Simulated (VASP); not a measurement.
ZnSe: single point with r2SCAN

The system is ZnSe.

```xyz
2
Lattice="0.0000 2.8324 2.8191 2.8324 0.0000 2.8191 2.8324 2.8324 0.0000" Properties=species:S:1:pos:R:3 pbc="T T T"
Zn    0.0000    0.0000    0.0000
Se    1.4162    1.4162    1.4096
```

This cell differs from its parent crystal: uniaxial z strain -0.5%.

- Program: VASP 6.6.1
- Task: single point
- Functional: r2SCAN
- Potentials or basis: VASP PAW PBE potentials, release 64 (Zn, Se)
- Cutoff: 520 eV
- k mesh: 8 × 8 × 8
- Occupations: gaussian, width 0.01 eV
- Spin: no spin polarisation
- Dipole correction: no
- Further INCAR settings: ALGO = Normal; EDIFF = 1e-07; NBANDS = 16

```
Pressure               : 0.4 GPa
Band gap on the k mesh : 1.88 eV
```

Stress tensor (GPa, compression positive):
```
0.37 0.00 0.00
0.00 0.37 0.00
0.00 0.00 0.56
```

Levels at points of the mesh, in eV from the valence-band top:
```tsv
k point	band 7	band 8	band 9	band 10	band 11	band 12
(0.00, 0.00, 0.00)	-0.02	-0.02	0.00	1.88	6.30	6.30
(0.50, 0.00, 0.00)	-5.35	-0.92	-0.89	3.05	6.83	6.87
(0.50, 0.50, 0.00)	-4.81	-2.28	-2.28	3.30	3.83	11.58
(0.50, 0.00, 0.50)	-4.84	-2.26	-2.25	3.32	3.88	11.53
```

Run time: 2.6 min on 1 thread of AMD EPYC 7R13 Processor (Zen 3), on a shared host, peak memory 0.16 GiB.

Caveat: the cell differs from its parent crystal (uniaxial z strain -0.5%); the PAW data sets were made with another functional, which shifts forces and pressure a little.
